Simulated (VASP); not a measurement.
MnO:

```
Mn O
1.0
     0.00000    2.22200    2.22200
     2.22200    0.00000    2.22200
     2.22200    2.22200    0.00000
Mn O
1 1
Direct
  0.00000 0.00000 0.00000
  0.50000 0.50000 0.50000
```

Base run:

| Item | Value |
| --- | --- |
| Program | VASP 6.6.1 |
| Functional | PBE |
| Potentials or basis | VASP PAW PBE potentials, release 64 (Mn_pv, O) |
| Cutoff | 520 eV |
| k mesh | 9 × 9 × 9 |
| Occupations | fermi-dirac, width 0.05 eV |
| Spin | collinear spin, ferromagnetic start |
| Starting moments | [3.0, 0.0] μB |
| Fixed moment | 3 μB |

Its results: pressure -23.0 GPa; site moments Mn +2.94; O -0.02 μB.

The run is repeated on the same cell with these changes: fixed moment from 3 μB to 5 μB; moments at the start from [3.0, 0.0] to [5.0, 0.0]. What comes out?

Pressure 5.3 GPa; site moments Mn +4.48; O +0.24 μB.

Caveats: the total moment is fixed, so each spin has its own Fermi level; a cell with one magnetic atom can't hold antiferromagnetic order, which such compounds often take.
